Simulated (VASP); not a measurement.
Set up this calculation in VASP 6.6.1, as the native input.

```yaml
Task: single point
Functional: PBE
Potentials_or_basis: VASP PAW PBE potentials, release 64 (Ir)
Cutoff: 520 eV
k_mesh: 12 × 12 × 6
Occupations: gaussian, width 0.1 eV
Spin: no spin polarisation
Dipole_correction: no
Further_INCAR_settings: ALGO = Normal; EDIFF = 1e-07; NBANDS = 20
```

The structure of Ir lies in POSCAR:

```
Ir
1.0
    2.7369706249      0.0000000000      0.0000000000
   -1.3684853124      2.3702860905      0.0000000000
    0.0000000000      0.0000000000      6.7041814719
Ir
3
Direct
    0.0000000000      0.0000000000      0.0000000000
    0.3333333333      0.6666666667      0.3333333333
    0.6666666667      0.3333333333      0.6666666667
```

One way to write it, as run:

INCAR

```
SYSTEM = Ir
  ALGO = Normal
  EDIFF = 1E-7
  ENCUT = 520
  GGA = PE
  ISIF = 2
  ISMEAR = 0
  LASPH = .True.
  LCHARG = .True.
  LELF = .True.
  LREAL = .False.
  LVHAR = .True.
  LWAVE = .False.
  NBANDS = 20
  NELM = 100
  PREC = Accurate
  SIGMA = 0.1
```

KPOINTS

```
k-points
0
Gamma
  12 12 6
  0 0 0
```

Potentials or basis: VASP PAW PBE potentials, release 64 (Ir).

The run is started by

```console
$ cat potpaw_PBE.64/Ir/POTCAR > POTCAR
$ mpirun -np 1 vasp_std > vasp.out
```

Results of the run:

```yaml
Pressure: 0.3 GPa
```

Run time: 70 s on 1 thread of AMD EPYC 7R13 Processor (Zen 3) (shared host), peak memory 0.17 GiB.
